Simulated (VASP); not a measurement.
# WS2 in VASP: single point with PBEsol

Aim: the single point of WS2 with PBEsol.

Everything below comes from runs of VASP 6.6.1. Logs are shortened: lines on timing, memory, paths and dates and some standing lists are left out, and cuts for length are marked.

## Step 1: The cell of the first run

The cell holds a slab with vacuum, 3 atoms: a = 3.184 Å, b = 3.184 Å, c = 16.951 Å, α = 90.00°, β = 90.00°, γ = 120.00°.

## Step 2: Single point, PBEsol (atom 1 (W) moved by (+0.000, -0.300) A along x and y)

INCAR

```
PREC     = Accurate       # precision mode
ENCUT    = 520            # plane-wave cutoff, eV
EDIFF    = 1E-6           # SCF threshold, eV
ISMEAR   = 0              # smearing method
SIGMA    = 0.05           # smearing width, eV
LREAL    = F              # projectors in reciprocal space
LASPH    = T              # aspherical terms in the spheres
NELM     = 100            # most SCF steps
ALGO     = Normal         # electronic algorithm
ISIF     = 2              # what is computed and relaxed
LWAVE    = F              # write WAVECAR
LCHARG   = F              # write CHGCAR
GGA      = PS             # functional
NBANDS   = 20             # bands
```

KPOINTS

```
Automatic mesh
0
Gamma
  12 12 2
```

POSCAR

```
WS2
1.0
    3.1835163552      0.0000000000      0.0000000000
   -1.5917581776      2.7570060369      0.0000000000
    0.0000000000      0.0000000000     16.9505778900
W S
1 2
Direct
    0.2789264884      0.5578529768      0.0000000000
    0.6666666667      0.3333333333      0.9079994900
    0.6666666667      0.3333333333      0.0920005100
```

Potentials or basis: VASP PAW PBE potentials, release 64 (W_sv, S).

Command:

```bash
cat potpaw_PBE.64/W_sv/POTCAR potpaw_PBE.64/S/POTCAR > POTCAR
mpirun -np 1 vasp_std > vasp.out
```

OUTCAR:

```text
PREC = Accurate
   ENCUT = 520
   EDIFF = 1E-6
   ISMEAR = 0
   LREAL = F
   LASPH = T
   NELM = 100
   ISIF = 2
   GGA = PS

 ion  position               nearest neighbor table
   1  0.279  0.558  0.000-   2 2.31   3 2.31   2 2.31   3 2.31   2 2.65   3 2.65
   2  0.667  0.333  0.908-   1 2.31   1 2.31   1 2.65
   3  0.667  0.333  0.092-   1 2.31   1 2.31   1 2.65

  LATTYP: Found a hexagonal cell.
 ALAT       =     3.1835163552
 C/A-ratio  =     5.3244827413

  Lattice vectors:

 A1 = (   3.1835163552,   0.0000000000,   0.0000000000)
 A2 = (  -1.5917581776,   2.7570060369,   0.0000000000)
 A3 = (   0.0000000000,   0.0000000000,  16.9505778900)

Analysis of symmetry for initial positions (statically):
=====================================================================
 Subroutine PRICEL returns:
 Original cell was already a primitive cell.

 Routine SETGRP: Setting up the symmetry group for a
 hexagonal supercell.

 Subroutine GETGRP returns: Found  4 space group operations
 (whereof  4 operations were pure point group operations)
 out of a pool of 24 trial point group operations.

The static configuration has the point symmetry C_2v.

Analysis of symmetry for dynamics (positions and initial velocities):
=====================================================================
 Subroutine PRICEL returns:
 Original cell was already a primitive cell.

 Routine SETGRP: Setting up the symmetry group for a
 hexagonal supercell.

 Subroutine GETGRP returns: Found  4 space group operations
 (whereof  4 operations were pure point group operations)
 out of a pool of 24 trial point group operations.

The dynamic configuration has the point symmetry C_2v.

 Subroutine INISYM returns: Found  4 space group operations
 (whereof  4 operations are pure point group operations),
 and found     1 'primitive' translations

----------------------------------------------------------------------------------------

                                     Primitive cell

  volume of cell :     148.7748

  direct lattice vectors                    reciprocal lattice vectors
     3.183516355  0.000000000  0.000000000     0.314118066  0.181356150  0.000000000
    -1.591758178  2.757006037  0.000000000     0.000000000  0.362712300  0.000000000
     0.000000000  0.000000000 16.950577890     0.000000000  0.000000000  0.058995039

  length of vectors
     3.183516355  3.183516355 16.950577890     0.362712300  0.362712300  0.058995039

  position of ions in fractional coordinates (direct lattice)
     0.278926488  0.557852977  0.000000000
     0.666666667  0.333333333  0.907999490
     0.666666667  0.333333333  0.092000510

  ion indices of the primitive-cell ions
   primitive index   ion index
                 1           1
                 2           2
                 3           3

----------------------------------------------------------------------------------------

 KPOINTS: Automatic mesh

Automatic generation of k-mesh.
 Grid dimensions read from file:
 generate k-points for:   12   12    2

 Generating k-lattice:

  Cartesian coordinates                     Fractional coordinates (reciprocal lattice)
     0.026176505  0.015113012  0.000000000     0.083333333 -0.000000000  0.000000000
     0.000000000  0.030226025  0.000000000     0.000000000  0.083333333  0.000000000
     0.000000000  0.000000000  0.029497519     0.000000000  0.000000000  0.500000000

  Length of vectors
     0.030226025  0.030226025  0.029497519

  Shift w.r.t. Gamma in fractional coordinates (k-lattice)
     0.000000000  0.000000000  0.000000000

 Subroutine IBZKPT returns following result:
 ===========================================

 Found     86 irreducible k-points:

 Following reciprocal coordinates:
            Coordinates               Weight
  0.000000  0.000000  0.000000      1.000000
  0.083333  0.000000  0.000000      4.000000
  0.000000  0.083333  0.000000      2.000000
  0.166667  0.000000  0.000000      4.000000
  0.000000  0.166667  0.000000      2.000000
  0.250000  0.000000  0.000000      4.000000
[... 16 lines left out ...]
 -0.083333  0.416667  0.000000      4.000000
 -0.416667  0.333333  0.000000      4.000000
 [... further k-points ...]
   k-points           NKPTS =     86   k-points in BZ     NKDIM =     86   number of bands    NBANDS=     20
   number of dos      NEDOS =    301   number of ions     NIONS =      3
   total plane-waves  NPLWV =  72576
   dimension x,y,z NGX =    24 NGY =   24 NGZ =  126
   dimension x,y,z NGXF=    48 NGYF=   48 NGZF=  252
   ions per type =               1   2
   NGX,Y,Z   is equivalent  to a cutoff of  12.53, 12.53, 12.36 a.u.
   NGXF,Y,Z  is equivalent  to a cutoff of  25.07, 25.07, 24.72 a.u.
 SYSTEM =  unknown system
   PREC   = accura    normal or accurate (medium, high low for compatibility)
   ISTART =      0    job   : 0-new  1-cont  2-samecut
   ICHARG =      2    charge: 1-file 2-atom 10-const
   ISPIN  =      1    spin polarized calculation?
   LNONCOLLINEAR =      F non collinear calculations
   LSORBIT =      F    spin-orbit coupling
   LASPH  =      T    aspherical Exc in radial PAW
   ENCUT  =  520.0 eV  38.22 Ry    6.18 a.u.   5.92  5.92 31.52*2*pi/ulx,y,z
   NELM   =    100;   NELMIN=  2; NELMDL= -5     # of ELM steps
   EDIFF  = 0.1E-05   stopping-criterion for ELM
   LREAL  =      F    real-space projection
   EDIFFG = 0.1E-04   stopping-criterion for IOM
   NSW    =      0    number of steps for IOM
   IBRION =     -1    ionic relax: 0-MD 1-quasi-New 2-CG
   NFREE  =      0    steps in history (QN), initial steepest desc. (CG)
   ISIF   =      2    stress and relaxation
   ISYM   =      2    0-nonsym 1-usesym 2-fastsym
   POTIM  = 0.5000    time-step for ionic-motion
   TEBEG  =    0.0;   TEEND  =   0.0 temperature during run
   PSTRESS=    0.0 pullay stress
   NELECT =      26.0000    total number of electrons
   NUPDOWN=      -1.0000    fix difference up-down
   EMIN   =  10.00;   EMAX   =-10.00  energy-range for DOS
   EFERMI =   0.00;   METHOD = LEGACY
   ISMEAR =     0;   SIGMA  =   0.05  broadening in eV -4-tet -1-fermi 0-gaus
   EFERMI_NEDOS =   21; number of points for ismear=-14 and -15
   IALGO  =     38    algorithm
   IMIX   =      4    mixing-type and parameters
     AMIX     =   0.40;   BMIX     =  1.00
     AMIX_MAG =   1.60;   BMIX_MAG =  1.00
  volume/ion in A,a.u.               =      49.59       334.66
  Fermi-wavevector in a.u.,A,eV,Ry     =   0.915285  1.729637 11.398226  0.837746
  Thomas-Fermi vector in A             =   2.040009
   LORBIT       =      0    0 simple, 1 ext, 2 COOP (PROOUT), +10 PAW based schemes
   GGA     = PS    functional components
   LHFCALC =     F    Hartree Fock is set to
   AEXX    =    0.0000 exact exchange contribution
   IVDW    =     0    specifies the selected vdW correction
   LEPSILON=     F    determine dielectric tensor
   LRPA    =     F    only Hartree local field effects (RPA)
 non-spin polarized calculation
 Gauss-broadening in eV      SIGMA  =   0.05
  energy-cutoff  :      520.00
  volume of cell :      148.77
 maximum number of plane-waves:      4032
   NGX = 11   NGY = 11   NGZ = 63

 number of electron      26.0000001 magnetization

 Free energy of the ion-electron system (eV)
  ---------------------------------------------------
  ext. energy  EPLUGINS =         0.00000000
  ---------------------------------------------------
  free energy    TOTEN  =       -24.35984704 eV

  energy without entropy =      -24.35984704  energy(sigma->0) =      -24.35984704

 E-fermi :  -0.8322     XC(G=0):  -4.5481

 val. band max:       -1.0737037527   @ k =   0.3333   0.3333   0.0000
 cond. band min:       0.0336874157   @ k =   0.0000   0.0000   0.0000
 fundamental gap:      1.1073911683
 Fermi energy:        -0.8322408151

 k-point     1 :       0.0000    0.0000    0.0000
  band No.  band energies     occupation
      1     -75.2168      2.00000
      2     -39.5237      2.00000
      3     -39.3636      2.00000
      4     -39.2778      2.00000
      5     -16.0606      2.00000
      6     -14.3439      2.00000
[... 12 lines left out ...]
     19       4.3243      0.00000
     20       5.0155      0.00000

 k-point     2 :       0.0833    0.0000    0.0000
  band No.  band energies     occupation
      1     -75.2157      2.00000
      2     -39.5193      2.00000
      3     -39.3843      2.00000
      4     -39.2863      2.00000
      5     -15.9372      2.00000
      6     -14.3143      2.00000
[... 12 lines left out ...]
     19       4.4772      0.00000
     20       5.2490      0.00000

 k-point     3 :       0.0000    0.0833    0.0000
  band No.  band energies     occupation
      1     -75.2157      2.00000
      2     -39.5200      2.00000
      3     -39.3687      2.00000
      4     -39.2994      2.00000
      5     -15.9580      2.00000
      6     -14.2871      2.00000
[... 12 lines left out ...]
     19       4.4532      0.00000
     20       5.2089      0.00000

 k-point     4 :       0.1667    0.0000    0.0000
  band No.  band energies     occupation
      1     -75.2125      2.00000
      2     -39.5073      2.00000
      3     -39.4440      2.00000
      4     -39.3060      2.00000
      5     -15.5841      2.00000
      6     -14.2318      2.00000
[... 12 lines left out ...]
     19       4.9061      0.00000
     20       5.7734      0.00000

 k-point     5 :       0.0000    0.1667    0.0000
  band No.  band energies     occupation
      1     -75.2127      2.00000
      2     -39.5100      2.00000
      3     -39.3828      2.00000
      4     -39.3583      2.00000
      5     -15.6680      2.00000
      6     -14.1229      2.00000
[... 12 lines left out ...]
     19       4.8276      0.00000
     20       5.6841      0.00000
[... 353 lines left out ...]
      6     -14.0838      2.00000
[... 12 lines left out ...]
     19       6.1054      0.00000
     20       6.1428      0.00000

 k-point    22 :       0.3333    0.0833    0.0000
  band No.  band energies     occupation
      1     -75.2020      2.00000
      2     -39.6334      2.00000
      3     -39.4675      2.00000
      4     -39.3783      2.00000
      5     -14.1496      2.00000
      6     -13.8571      2.00000
[... 12 lines left out ...]
     19       6.3242      0.00000
     20       6.8212      0.00000

 k-point    23 :      -0.0833    0.4167    0.0000
  band No.  band energies     occupation
      1     -75.2025      2.00000
      2     -39.5467      2.00000
      3     -39.4748      2.00000
      4     -39.4412      2.00000
      5     -14.4936      2.00000
      6     -13.4561      2.00000
[... 12 lines left out ...]
     19       6.2976      0.00000
     20       6.5052      0.00000

 k-point    24 :      -0.4167    0.3333    0.0000
  band No.  band energies     occupation
      1     -75.2018      2.00000
      2     -39.6532      2.00000
      3     -39.4656      2.00000
      4     -39.3648      2.00000
      5     -14.0707      2.00000
      6     -13.9601      2.00000
[... 12 lines left out ...]
     19       6.3497      0.00000
     20       6.7436      0.00000

 [... further k-points ...]

------------------------ aborting loop because EDIFF is reached ----------------------------------------

  FORCE on cell =-STRESS in cart. coord.  units (eV):
  Direction    XX          YY          ZZ          XY          YZ          ZX
  --------------------------------------------------------------------------------------
  -------------------------------------------------------------------------------------
  Total        2.2067144     -2.2836685      2.6503051      0.0000000      0.0000000      0.0000000
  in kB       23.7644300    -24.5931603     28.5415229      0.0000000      0.0000000      0.0000000
  external PRESSURE =       9.2375975 kB  Pullay stress =       0.0000000 kB

 VOLUME and BASIS-vectors are now :
 -----------------------------------------------------------------------------
  energy-cutoff  :      520.00
  volume of cell :      148.77
      direct lattice vectors                 reciprocal lattice vectors
     3.183516355  0.000000000  0.000000000     0.314118066  0.181356150  0.000000000
    -1.591758178  2.757006037  0.000000000     0.000000000  0.362712300  0.000000000
     0.000000000  0.000000000 16.950577890     0.000000000  0.000000000  0.058995039

 POSITION                                       TOTAL-FORCE (eV/Angst)
 -----------------------------------------------------------------------------------
      0.00000      1.53800      0.00000         0.000000      5.441176     -0.000000
      1.59176      0.91900     15.39112         0.000000     -2.720588     -0.858500
      1.59176      0.91900      1.55946         0.000000     -2.720588      0.858500
 -----------------------------------------------------------------------------------
    total drift:                                0.000000      0.000035      0.000000

  FREE ENERGIE OF THE ION-ELECTRON SYSTEM (eV)
  ---------------------------------------------------
  free  energy   TOTEN  =       -24.3598470355 eV

  energy  without entropy=      -24.3598470355  energy(sigma->0) =      -24.35984704
```

Run time: 8.9 min. Hardware: 1 thread of Intel Xeon 6975P-C, shared host; peak memory 0.41 GiB.

What came out:

```yaml
Free_energy: -24.3598 eV
Largest_force: 5.441 eV/Å
Band_gap_on_the_k_mesh: 1.11 eV, indirect (least direct gap 1.28 eV)
```

Forces in eV/Å, atoms in the order of the input:
```
W    0.000  5.441  0.000
S    0.000 -2.721 -0.859
S    0.000 -2.721  0.859
```

Levels at points of the mesh, in eV from the valence-band top:
```csv
k point,band 9,band 10,band 11,band 12,band 13,band 14,band 15,band 16,band 17,band 18
"(0.00, 0.00, 0.00)",-3.13,-2.62,-2.34,-0.30,-0.17,1.11,2.00,2.42,4.28,5.03
"(0.50, 0.00, 0.00)",-4.57,-3.31,-2.45,-2.27,-0.27,2.38,2.62,3.18,4.99,5.74
"(0.00, 0.50, 0.00)",-5.06,-4.31,-1.75,-1.56,-0.57,2.76,2.97,3.05,4.71,4.93
"(0.00, 0.00, 0.50)",-3.13,-2.62,-2.34,-0.30,-0.17,1.11,2.00,2.42,4.28,5.16
"(0.50, 0.00, 0.50)",-4.57,-3.31,-2.45,-2.27,-0.27,2.38,2.62,3.18,4.99,5.74
"(0.00, 0.50, 0.50)",-5.06,-4.31,-1.75,-1.56,-0.57,2.76,2.97,3.05,4.71,4.93
```

Caveat: the cell differs from its parent crystal (atom 1 (W) moved by (+0.000, -0.300) A along x and y); the PAW data sets were made with another functional, which shifts forces and pressure a little; spin-orbit coupling is left out, which moves the levels of the heavy elements.
